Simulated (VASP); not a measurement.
**Sr3Ta2O: single point with PBE**

The system is Sr3Ta2O.

```xyz
6
Lattice="4.2003 0.0000 0.0000 0.0000 4.2003 0.0000 0.0000 0.0000 9.4238" Properties=species:S:1:pos:R:3 pbc="T T T"
Sr    2.1001    0.0000    7.4044
Sr    0.0000    2.1001    7.4044
Sr    0.0000    0.0000    1.9476
Ta    2.1001    2.1001    4.2303
Ta    0.0000    0.0000    4.9368
O     2.1001    2.1001   11.7719
```

The cell was built from a structure type or drawn by symmetry, and may not be a known phase.

* Program: VASP 6.6.1
* Task: single point
* Functional: PBE
* Potentials or basis: VASP PAW PBE potentials, release 64 (Sr_sv, Ta_pv, O)
* Cutoff: 520 eV
* k mesh: 4 × 4 × 2
* Occupations: gaussian, width 0.1 eV
* Spin: no spin polarisation
* Dipole correction: no
* Further INCAR settings: ALGO = Normal; EDIFF = 1e-06; NBANDS = 38

* Pressure: 0.2 GPa
* Largest force: 0.167 eV/Å
* Band gap on the k mesh: zero (bands 29 and 30 overlap by 0.21 eV)

Forces on the atoms (eV/Å):
```
Sr   0.000  0.000  0.014
Sr   0.000  0.000  0.014
Sr   0.000  0.000 -0.035
Ta   0.000  0.000  0.167
Ta   0.000  0.000 -0.006
O    0.000  0.000 -0.155
```

Stress tensor (GPa, compression positive):
```
0.13 0.00 0.00
0.00 0.13 0.00
0.00 0.00 0.43
```

Levels at points of the mesh, in eV from the Fermi level:
```csv
k point,band 26,band 27,band 28,band 29,band 30,band 31,band 32,band 33
"(0.00, 0.00, 0.00)",-2.10,-1.15,-0.53,-0.07,-0.07,0.14,0.67,1.60
"(0.50, 0.00, 0.00)",-0.76,-0.60,-0.30,-0.01,0.19,0.80,1.14,1.28
"(0.50, 0.50, 0.00)",-0.83,-0.50,0.07,0.07,0.17,0.40,1.46,1.46
"(0.00, 0.00, 0.50)",-2.08,-1.15,-0.69,-0.15,-0.15,0.23,0.67,1.54
"(0.50, 0.00, 0.50)",-0.70,-0.61,-0.32,-0.31,0.04,0.93,1.18,1.28
"(0.50, 0.50, 0.50)",-0.68,-0.48,-0.05,-0.05,0.07,1.20,1.22,1.22
```

Run time: 100 s on 1 thread of Intel(R) Xeon(R) Platinum 8259CL CPU @ 2.50GHz (Skylake/Cascade Lake), with other jobs on the host, peak memory 0.29 GiB.

Caveat: the k points lie up to 0.37 Å⁻¹ apart; spin-orbit coupling is left out, which moves the levels of the heavy elements.
